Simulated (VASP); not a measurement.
## SrCl2: relaxation of the atoms with PBE+U

The system is SrCl2.

```
Sr Cl
1.0
     0.00000    3.48550    3.48550
     3.48550    0.00000    3.48550
     3.48550    3.48550    0.00000
Sr Cl
1 2
Cartesian
  0.0000 0.0000 0.0000
  1.7428 1.7928 1.7428
  5.2283 5.2283 5.2283
```

| Property | Result |
| --- | --- |
| Program | VASP 6.6.1 |
| Task | relaxation of the atoms |
| Functional | PBE |
| Potentials or basis | VASP PAW PBE potentials, release 64 (Sr_sv, Cl) |
| Cutoff | 450 eV |
| k mesh | 1 × 3 × 1 |
| Occupations | gaussian, width 0.1 eV |
| Spin | no spin polarisation |
| Hubbard terms | Cl p U = 2.1 eV |
| Dipole correction | no |
| Further INCAR settings | ALGO = Normal; EDIFF = 1e-07; ISYM = 0; IBRION = 2; EDIFFG = -0.09; NSW = 25 |

The energy gained by relaxing is 2.7 meV/atom and the ionic steps are 3. The pressure after relaxing is -1.2 GPa. The largest force after relaxing is 0.078 eV/Å. The band gap on the k mesh is 5.81 eV.

Forces in eV/Å, atoms in the order of the input:
```
Sr   0.003  0.016  0.003
Cl  -0.050  0.025 -0.050
Cl   0.047 -0.041  0.047
```

Stress tensor (GPa, compression positive):
```
-1.19  0.96 -0.97
 0.96 -1.16  0.96
-0.97  0.96 -1.19
```

The path:
| step | energy change (eV) | largest force (eV/Å) | pressure (GPa) |
| --- | --- | --- | --- |
| 1 | 0.0000 | 0.1695 | -1.16 |
| 2 | -0.0027 | 0.1449 | -1.17 |
| 3 | -0.0081 | 0.0777 | -1.18 |

Final structure:
```
Sr Cl
1.0
     0.00000    3.48550    3.48550
     3.48550    0.00000    3.48550
     3.48550    3.48550    0.00000
Sr Cl
1 2
Direct
  0.00182 0.99796 0.00182
  0.25635 0.23739 0.25635
  0.74901 0.75748 0.74901
```

Levels at points of the mesh, in eV from the valence-band top:
| k point | band 9 | band 10 | band 11 | band 12 | band 13 | band 14 | band 15 | band 16 |
| --- | --- | --- | --- | --- | --- | --- | --- | --- |
| (0.00, 0.00, 0.00) | -1.76 | -0.02 | 0.00 | 0.00 | 5.81 | 6.53 | 6.53 | 9.51 |

Wall time 16 s on 1 thread of Intel(R) Xeon(R) Platinum 8559C (Emerald Rapids), with other jobs on the host, peak memory 0.19 GiB.

Caveat: the k points lie up to 1.47 Å⁻¹ apart; the relaxation stopped at a loose force limit of 0.09 eV/Å, so its end isn't a converged minimum.
